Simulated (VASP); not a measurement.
# Si3Mo5 (I4/mcm) in VASP: notebook

Si3Mo5 is run at these levels: PBEsol+D3(BJ); tasks: single point.

All numbers are computed with VASP 6.6.1; they aren't measurements. Logs are shortened: lines on timing, memory, paths and dates and some standing lists are left out, and cuts for length are marked.

## 1. The cell of the first run

Symmetry: I4/mcm, No. 140, tetragonal system. The conventional cell has a = 9.529 Å, b = 9.529 Å, c = 4.814 Å, α = 90.00°, β = 90.00°, γ = 90.00°. Within 3.2 Å of Si (site symmetry 422) lie 2 Si at 2.41 Å and 8 Mo at 2.56 Å. Si (site symmetry m2m) has 10 Mo at 2.49 to 2.76 Å and 2 Si at 3.28 Å within 3.3 Å. Mo (site symmetry -42m) has 10 Mo at 2.41 to 2.99 Å and 4 Si at 2.56 Å within 3.2 Å. Mo (site symmetry m) has 6 Si at 2.49 to 2.76 Å and 9 Mo at 2.68 to 3.19 Å within 3.3 Å.

## 2. Single point, PBEsol+D3(BJ)

File INCAR:

```
SYSTEM = Si3Mo5
  ALGO = Normal
  EDIFF = 1E-6
  ENCUT = 500
  GGA = PS
  GGA_COMPAT = .FALSE.
  ISIF = 2
  ISMEAR = 0
  IVDW = 12
  LASPH = .TRUE.
  LCHARG = .FALSE.
  LREAL = .FALSE.
  LWAVE = .FALSE.
  NBANDS = 96
  NELM = 120
  PREC = Accurate
  SIGMA = 0.1
```

File KPOINTS:

```
k-points
0
G
  4 4 4
  0 0 0
```

File POSCAR:

```
Si3Mo5
1.0
   -4.7643042015      4.7643042015      2.4069624686
    4.7643042015     -4.7643042015      2.4069624686
    4.7643042015      4.7643042015     -2.4069624686
Si Mo
6 10
Direct
    0.2500000000      0.2500000000      0.0000000000
    0.7500000000      0.7500000000      0.0000000000
    0.6673355168      0.1673355168      0.8346710335
    0.1673355168      0.3326644832      0.5000000000
    0.3326644832      0.8326644832      0.1653289665
    0.8326644832      0.6673355168      0.5000000000
    0.7500000000      0.2500000000      0.5000000000
    0.2500000000      0.7500000000      0.5000000000
    0.2239281413      0.0773419973      0.3012701386
    0.0773419973      0.7760718587      0.8534138560
    0.7760718587      0.9226580027      0.6987298614
    0.9226580027      0.2239281413      0.1465861440
    0.2760718587      0.5773419973      0.8534138560
    0.4226580027      0.2760718587      0.6987298614
    0.7239281413      0.4226580027      0.1465861440
    0.5773419973      0.7239281413      0.3012701386
```

Potentials or basis: VASP PAW PBE potentials, release 64 (Si, Mo_sv).

Started as:

```sh
$ cat potpaw_PBE.64/Si/POTCAR potpaw_PBE.64/Mo_sv/POTCAR > POTCAR
$ mpirun -np 1 vasp_std > vasp.out
```

OUTCAR:

```text
SYSTEM = Si3Mo5
   EDIFF = 1E-6
   ENCUT = 500
   GGA = PS
   ISIF = 2
   ISMEAR = 0
   IVDW = 12
   LASPH = .TRUE.
   LREAL = .FALSE.
   NELM = 120
   PREC = Accurate
 IVDW          = 12

 ion  position               nearest neighbor table
   1  0.250  0.250  0.000-   2 2.41   2 2.41  10 2.56  11 2.56  14 2.56  15 2.56  16 2.56   9 2.56
                            12 2.56  13 2.56
   2  0.750  0.750  0.000-   1 2.41   1 2.41  11 2.56  12 2.56  13 2.56  14 2.56  16 2.56   9 2.56
                            10 2.56  15 2.56
   3  0.667  0.167  0.835-  12 2.49  15 2.49  14 2.55  11 2.55   7 2.56   8 2.56  13 2.76  10 2.76
                            13 2.76  10 2.76
   4  0.167  0.333  0.500-   9 2.49  14 2.49  13 2.55  12 2.55   7 2.56   8 2.56  11 2.76  11 2.76
                            16 2.76  16 2.76
   5  0.333  0.833  0.165-  10 2.49  13 2.49   9 2.55  16 2.55   8 2.56   7 2.56  12 2.76  15 2.76
                            12 2.76  15 2.76
   6  0.833  0.667  0.500-  11 2.49  16 2.49  15 2.55  10 2.55   7 2.56   8 2.56  14 2.76  14 2.76
                             9 2.76   9 2.76
   7  0.750  0.250  0.500-   8 2.41   8 2.41   3 2.56   5 2.56   4 2.56   6 2.56  13 2.99  11 2.99
                            12 2.99  14 2.99  15 2.99  16 2.99   9 2.99  10 2.99
   8  0.250  0.750  0.500-   7 2.41   7 2.41   5 2.56   3 2.56   4 2.56   6 2.56  11 2.99   9 2.99
                            10 2.99  13 2.99  16 2.99  12 2.99  15 2.99  14 2.99
   9  0.224  0.077  0.301-   4 2.49   5 2.55   1 2.56   2 2.56  14 2.68   6 2.76   6 2.76  15 2.82
                            15 2.82   8 2.99   7 2.99  16 3.11  16 3.11  10 3.19  12 3.19
  10  0.077  0.776  0.853-   5 2.49   6 2.55   1 2.56   2 2.56  13 2.68   3 2.76   3 2.76  14 2.82
                            14 2.82   7 2.99   8 2.99  15 3.11  15 3.11   9 3.19  11 3.19
  11  0.776  0.923  0.699-   6 2.49   3 2.55   1 2.56   2 2.56  16 2.68   4 2.76   4 2.76  13 2.82
                            13 2.82   7 2.99   8 2.99  14 3.11  14 3.11  12 3.19  10 3.19
  12  0.923  0.224  0.147-   3 2.49   4 2.55   2 2.56   1 2.56  15 2.68   5 2.76   5 2.76  16 2.82
                            16 2.82   7 2.99   8 2.99  13 3.11  13 3.11  11 3.19   9 3.19
  13  0.276  0.577  0.853-   5 2.49   4 2.55   2 2.56   1 2.56  10 2.68   3 2.76   3 2.76  11 2.82
                            11 2.82   7 2.99   8 2.99  12 3.11  12 3.11  16 3.19  14 3.19
  14  0.423  0.276  0.699-   4 2.49   3 2.55   1 2.56   2 2.56   9 2.68   6 2.76   6 2.76  10 2.82
                            10 2.82   7 2.99   8 2.99  11 3.11  11 3.11  15 3.19  13 3.19
  15  0.724  0.423  0.147-   3 2.49   6 2.55   1 2.56   2 2.56  12 2.68   5 2.76   5 2.76   9 2.82
                             9 2.82   7 2.99   8 2.99  10 3.11  10 3.11  14 3.19  16 3.19
  16  0.577  0.724  0.301-   6 2.49   5 2.55   1 2.56   2 2.56  11 2.68   4 2.76   4 2.76  12 2.82
                            12 2.82   8 2.99   7 2.99   9 3.11   9 3.11  13 3.19  15 3.19

  LATTYP: Found a body centered tetragonal cell.
 ALAT       =     9.5286084030
 C/A-ratio  =     0.5052075533

  Lattice vectors:

 A1 = (  -4.7643042015,   4.7643042015,   2.4069624686)
 A2 = (   4.7643042015,  -4.7643042015,   2.4069624686)
 A3 = (   4.7643042015,   4.7643042015,  -2.4069624686)

Analysis of symmetry for initial positions (statically):
=====================================================================
 Subroutine PRICEL returns:
 Original cell was already a primitive cell.

 Routine SETGRP: Setting up the symmetry group for a
 body centered tetragonal supercell.

 Subroutine GETGRP returns: Found 16 space group operations
 (whereof  8 operations were pure point group operations)
 out of a pool of 16 trial point group operations.

The static configuration has the point symmetry C_4h.
 The point group associated with its full space group is D_4h.

Analysis of symmetry for dynamics (positions and initial velocities):
=====================================================================
 Subroutine PRICEL returns:
 Original cell was already a primitive cell.

 Routine SETGRP: Setting up the symmetry group for a
 body centered tetragonal supercell.

 Subroutine GETGRP returns: Found 16 space group operations
 (whereof  8 operations were pure point group operations)
 out of a pool of 16 trial point group operations.

The dynamic configuration has the point symmetry C_4h.
 The point group associated with its full space group is D_4h.

 Subroutine INISYM returns: Found 16 space group operations
 (whereof  8 operations are pure point group operations),
 and found     1 'primitive' translations

----------------------------------------------------------------------------------------

                                     Primitive cell

  volume of cell :     218.5387

  direct lattice vectors                    reciprocal lattice vectors
    -4.764304201  4.764304201  2.406962469     0.000000000  0.104947119  0.207730701
     4.764304201 -4.764304201  2.406962469     0.104947119  0.000000000  0.207730701
[... 65 lines left out ...]

 Found     13 irreducible k-points:

 Following reciprocal coordinates:
            Coordinates               Weight
  0.000000  0.000000  0.000000      1.000000
  0.250000 -0.000000  0.000000      8.000000
  0.500000 -0.000000  0.000000      4.000000
  0.250000  0.250000  0.000000      8.000000
  0.500000  0.250000  0.000000     16.000000
 -0.250000  0.250000  0.000000      4.000000
  0.500000  0.500000  0.000000      2.000000
  0.250000  0.250000  0.250000      2.000000
 -0.250000  0.250000  0.250000      4.000000
  0.500000  0.500000  0.250000      4.000000
 -0.250000  0.500000  0.250000      8.000000
 -0.250000 -0.250000  0.250000      2.000000
  0.500000  0.500000  0.500000      1.000000
   k-points           NKPTS =     13   k-points in BZ     NKDIM =     13   number of bands    NBANDS=     96
   number of dos      NEDOS =    301   number of ions     NIONS =     16
   total plane-waves  NPLWV = 157464
   dimension x,y,z NGX =    54 NGY =   54 NGZ =   54
   dimension x,y,z NGXF=   108 NGYF=  108 NGZF=  108
   ions per type =               6  10
   NGX,Y,Z   is equivalent  to a cutoff of  12.55, 12.55, 12.55 a.u.
   NGXF,Y,Z  is equivalent  to a cutoff of  25.09, 25.09, 25.09 a.u.
 SYSTEM =  Si3Mo5
   PREC   = accura    normal or accurate (medium, high low for compatibility)
   ISTART =      0    job   : 0-new  1-cont  2-samecut
   ICHARG =      2    charge: 1-file 2-atom 10-const
   ISPIN  =      1    spin polarized calculation?
   LNONCOLLINEAR =      F non collinear calculations
   LSORBIT =      F    spin-orbit coupling
   LASPH  =      T    aspherical Exc in radial PAW
   ENCUT  =  500.0 eV  36.75 Ry    6.06 a.u.  13.04 13.04 13.04*2*pi/ulx,y,z
   NELM   =    120;   NELMIN=  2; NELMDL= -5     # of ELM steps
   EDIFF  = 0.1E-05   stopping-criterion for ELM
   LREAL  =      F    real-space projection
   EDIFFG = 0.1E-04   stopping-criterion for IOM
   NSW    =      0    number of steps for IOM
   IBRION =     -1    ionic relax: 0-MD 1-quasi-New 2-CG
   NFREE  =      0    steps in history (QN), initial steepest desc. (CG)
   ISIF   =      2    stress and relaxation
   ISYM   =      2    0-nonsym 1-usesym 2-fastsym
   POTIM  = 0.5000    time-step for ionic-motion
   TEBEG  =    0.0;   TEEND  =   0.0 temperature during run
   PSTRESS=    0.0 pullay stress
   NELECT =     164.0000    total number of electrons
   NUPDOWN=      -1.0000    fix difference up-down
   EMIN   =  10.00;   EMAX   =-10.00  energy-range for DOS
   EFERMI =   0.00;   METHOD = LEGACY
   ISMEAR =     0;   SIGMA  =   0.10  broadening in eV -4-tet -1-fermi 0-gaus
   EFERMI_NEDOS =   21; number of points for ismear=-14 and -15
   IALGO  =     38    algorithm
   IMIX   =      4    mixing-type and parameters
     AMIX     =   0.40;   BMIX     =  1.00
     AMIX_MAG =   1.60;   BMIX_MAG =  1.00
  volume/ion in A,a.u.               =      13.66        92.17
  Fermi-wavevector in a.u.,A,eV,Ry     =   1.487693  2.811332 30.112833  2.213231
  Thomas-Fermi vector in A             =   2.600822
   LORBIT       =      0    0 simple, 1 ext, 2 COOP (PROOUT), +10 PAW based schemes
   GGA     = PS    functional components
   LHFCALC =     F    Hartree Fock is set to
   AEXX    =    0.0000 exact exchange contribution
   IVDW    =    12    specifies the selected vdW correction
   LEPSILON=     F    determine dielectric tensor
   LRPA    =     F    only Hartree local field effects (RPA)
 non-spin polarized calculation
 Gauss-broadening in eV      SIGMA  =   0.10
  energy-cutoff  :      500.00
  volume of cell :      218.54
 maximum number of plane-waves:      5584
 NGX is ok and might be reduce to    54
   NGX = 27   NGY = 27   NGZ = 27

 number of electron     164.0000002 magnetization

 Free energy of the ion-electron system (eV)
  ---------------------------------------------------
  ext. energy  EPLUGINS =         0.00000000
  ---------------------------------------------------
  free energy    TOTEN  =      -159.42650481 eV

  energy without entropy =     -159.38334525  energy(sigma->0) =     -159.40492503

 E-fermi :  13.1755     XC(G=0): -13.2521

 val. band max:       13.1533354951   @ k =  -0.2500  -0.2500   0.2500
 cond. band min:      13.1832254243   @ k =  -0.2500  -0.2500   0.2500
 fundamental gap:      0.0298899292
 Fermi energy:        13.1755264557

 k-point     1 :       0.0000    0.0000    0.0000
  band No.  band energies     occupation
      1     -47.9412      2.00000
      2     -47.8202      2.00000
      3     -47.7847      2.00000
      4     -47.7847      2.00000
      5     -47.7379      2.00000
      6     -47.7220      2.00000
[... 1250 lines left out ...]
     93      15.4710      0.00000
     94      15.4711      0.00000
 [bands above 94 left out]

------------------------ aborting loop because EDIFF is reached ----------------------------------------

 Edisp (eV)  -10.19321

 E8    (eV) :    -6.9123

  FORCE on cell =-STRESS in cart. coord.  units (eV):
  Direction    XX          YY          ZZ          XY          YZ          ZX
  --------------------------------------------------------------------------------------
  -------------------------------------------------------------------------------------
  Total       0.75445     0.75445     0.74127     0.00000     0.00000     0.00000
  in kB       5.53112     5.53112     5.43449     0.00000     0.00000     0.00000
  external pressure =        5.50 kB  Pullay stress =        0.00 kB

 VOLUME and BASIS-vectors are now :
 -----------------------------------------------------------------------------
  energy-cutoff  :      500.00
  volume of cell :      218.54
      direct lattice vectors                 reciprocal lattice vectors
    -4.764304201  4.764304201  2.406962469     0.000000000  0.104947119  0.207730701
     4.764304201 -4.764304201  2.406962469     0.104947119  0.000000000  0.207730701
     4.764304201  4.764304201 -2.406962469     0.104947119  0.104947119  0.000000000

 POSITION                                       TOTAL-FORCE (eV/Angst)
 -----------------------------------------------------------------------------------
      0.00000      0.00000      1.20348         0.000000      0.000000     -0.000000
      0.00000      0.00000      3.61044         0.000000      0.000000     -0.000000
      1.59447      6.35878      0.00000        -0.000386     -0.000386      0.000000
      3.16983      1.59447      0.00000         0.000386     -0.000386      0.000000
      3.16983     -1.59447      2.40696         0.000386      0.000386     -0.000000
      1.59447      3.16983      2.40696        -0.000386      0.000386     -0.000000
[... 8 lines left out ...]
     -0.73696      2.13372      2.40696        -0.002238     -0.000799     -0.000000
      2.13372      0.73696      2.40696        -0.000799      0.002238      0.000000
 -----------------------------------------------------------------------------------
    total drift:                                0.000000      0.000000      0.000000

  FREE ENERGIE OF THE ION-ELECTRON SYSTEM (eV)
  ---------------------------------------------------
  free  energy   TOTEN  =      -169.6197155430 eV

  energy  without entropy=     -169.5765559808  energy(sigma->0) =     -169.59813576
```

Run time: 13 min. Hardware: 1 thread of Intel Xeon 8259CL, shared host; peak memory 0.47 GiB.

What came out:

| Property | Result |
| --- | --- |
| Free energy | -169.6197 eV |
| Pressure | 0.5 GPa |
| Band gap on the k mesh | zero (bands 82 and 83 overlap by 0.72 eV) |
| Dispersion energy per atom | -0.637 eV |

Forces on the atoms (eV/Å):
```
Si   0.000  0.000  0.000
Si   0.000  0.000  0.000
Si   0.000  0.000  0.000
Si   0.000  0.000  0.000
Si   0.000  0.000  0.000
Si   0.000  0.000  0.000
Mo   0.000  0.000  0.000
Mo   0.000  0.000  0.000
Mo   0.002 -0.001  0.000
Mo   0.001  0.002  0.000
Mo  -0.002  0.001  0.000
Mo  -0.001 -0.002  0.000
Mo   0.002  0.001  0.000
Mo   0.001 -0.002  0.000
Mo  -0.002 -0.001  0.000
Mo  -0.001  0.002  0.000
```

Caveat: the k points lie up to 0.37 Å⁻¹ apart, too coarse for converged energies and pressures of a metal; the PAW data sets were made with another functional, which shifts forces and pressure a little.

## 3. Single point, PBEsol+D3(BJ)

This run uses another cell than the first one, of 14.17 Å³/atom.

File INCAR:

```
SYSTEM = Si3Mo5
PREC = Accurate
ENCUT = 500
EDIFF = 1E-6
ISMEAR = 0
SIGMA = 0.1
LREAL = .False.
LASPH = .True.
NELM = 120
ALGO = Normal
ISIF = 2
LWAVE = .False.
LCHARG = .False.
GGA = PS
IVDW = 12
NBANDS = 96
GGA_COMPAT = .False.
```

File KPOINTS:

```
regular mesh
0
Gamma
  4 4 4
  0 0 0
```

File POSCAR:

```
Si3Mo5
1.0
   -4.8100000000      4.8100000000      2.4500000000
    4.8100000000     -4.8100000000      2.4500000000
    4.8100000000      4.8100000000     -2.4500000000
Si Mo
6 10
Direct
    0.2500000000      0.2500000000      0.0000000000
    0.7500000000      0.7500000000      0.0000000000
    0.6700000000      0.1700000000      0.8400000000
    0.1700000000      0.3300000000      0.5000000000
    0.3300000000      0.8300000000      0.1600000000
    0.8300000000      0.6700000000      0.5000000000
    0.7500000000      0.2500000000      0.5000000000
    0.2500000000      0.7500000000      0.5000000000
    0.2230000000      0.0740000000      0.2970000000
    0.0740000000      0.7770000000      0.8510000000
    0.7770000000      0.9260000000      0.7030000000
    0.9260000000      0.2230000000      0.1490000000
    0.2770000000      0.5740000000      0.8510000000
    0.4260000000      0.2770000000      0.7030000000
    0.7230000000      0.4260000000      0.1490000000
    0.5740000000      0.7230000000      0.2970000000
```

Potentials or basis: VASP PAW PBE potentials, release 64 (Si, Mo_sv).

Started as:

```sh
$ cat potpaw_PBE.64/Si/POTCAR potpaw_PBE.64/Mo_sv/POTCAR > POTCAR
$ mpirun -np 1 vasp_std > vasp.out
```

It took 16 min on 1 thread of Intel Xeon 8259CL, shared host; peak memory 0.5 GiB.

It converged, with:

| Quantity | Value |
| --- | --- |
| Free energy | -169.3233 eV |
| Pressure | -8.8 GPa |
| Largest force | 0.389 eV/Å |
| Band gap on the k mesh | zero (bands 82 and 83 overlap by 0.74 eV) |
| Dispersion energy per atom | -0.614 eV |

Forces on the atoms (eV/Å):
```
Si   0.000  0.000  0.000
Si   0.000  0.000  0.000
Si  -0.207 -0.207  0.000
Si   0.207 -0.207  0.000
Si   0.207  0.207  0.000
Si  -0.207  0.207  0.000
Mo   0.000  0.000  0.000
Mo   0.000  0.000  0.000
Mo   0.295  0.254  0.000
Mo  -0.254  0.295  0.000
Mo  -0.295 -0.254  0.000
Mo   0.254 -0.295  0.000
Mo   0.295 -0.254  0.000
Mo  -0.254 -0.295  0.000
Mo  -0.295  0.254  0.000
Mo   0.254  0.295  0.000
```

Stress tensor (GPa, compression positive):
```
-8.43  0.00  0.00
 0.00 -8.43  0.00
 0.00  0.00 -9.50
```

Levels at points of the mesh, in eV from the Fermi level:
| k point | band 80 | band 81 | band 82 | band 83 | band 84 | band 85 |
| --- | --- | --- | --- | --- | --- | --- |
| (0.00, 0.00, 0.00) | -0.18 | 0.21 | 0.40 | 0.40 | 0.42 | 0.64 |
| (0.50, 0.00, 0.00) | -0.92 | -0.44 | -0.44 | 0.07 | 0.07 | 0.31 |
| (0.50, 0.50, 0.00) | -0.56 | -0.43 | -0.26 | 0.11 | 0.14 | 0.18 |
| (0.50, 0.50, 0.50) | -0.93 | -0.93 | -0.41 | 0.06 | 0.06 | 0.28 |

Caveat: the cell stands under tension; the PAW data sets were made with another functional, which shifts forces and pressure a little.
